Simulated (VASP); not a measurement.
A run of VASP 6.6.1 is set up as follows.

Contents of INCAR:

```
ALGO     = Normal         # electronic algorithm
EDIFF    = 1E-7           # SCF threshold, eV
EDIFFG   = -0.08          # ionic threshold
ENCUT    = 500            # plane-wave cutoff, eV
GGA      = PE             # functional
GGA_COMPAT= F            
IBRION   = 2              # ionic algorithm
ISIF     = 3              # what is computed and relaxed
ISMEAR   = 0              # smearing method
LASPH    = T              # aspherical terms in the spheres
LCHARG   = F              # write CHGCAR
LREAL    = F              # projectors in reciprocal space
LWAVE    = F              # write WAVECAR
NELM     = 120            # most SCF steps
NELMIN   = 4            
NSW      = 36             # ionic steps
PREC     = Accurate       # precision mode
SIGMA    = 0.2            # smearing width, eV
```

KPOINTS

```
k-points
0
Gamma
  4 4 4
```

POSCAR

```
Si3Se2
1.0
    4.6794817900      0.0000000000      0.0000000000
    0.0000000000      4.6794817900      0.0000000000
    0.0000000000      0.0000000000      4.6794817900
Si Se
3 2
Direct
    0.5000000000      0.0000000000      0.0000000000
    0.0000000000      0.5000000000      0.0000000000
    0.0000000000      0.0000000000      0.5000000000
    0.5000000000      0.5000000000      0.5000000000
    0.0000000000      0.0000000000      0.0000000000
```

Potentials or basis: VASP PAW PBE potentials, release 64 (Si, Se).

Run with:

```bash
$ cat potpaw_PBE.64/Si/POTCAR potpaw_PBE.64/Se/POTCAR > POTCAR
$ mpirun -np 1 vasp_std > vasp.out
```

(1) Predict the relaxed cell.

(2) Predict the band gap on the k mesh.

(3) Estimate the relaxed volume.

(4) What does it give for the space group after relaxing (to 0.1 Å)?

Answers

(1) a = 5.012 Å, b = 5.012 Å, c = 5.012 Å, α = 90.00°, β = 90.00°, γ = 90.00°.

(2) zero (bands 12 and 13 overlap by 1.36 eV).

(3) 25.18 Å³/atom.

(4) Pm-3m (No. 221).

Caveat: the volume moved by over 15 % at a fixed basis, so the end points are rough.
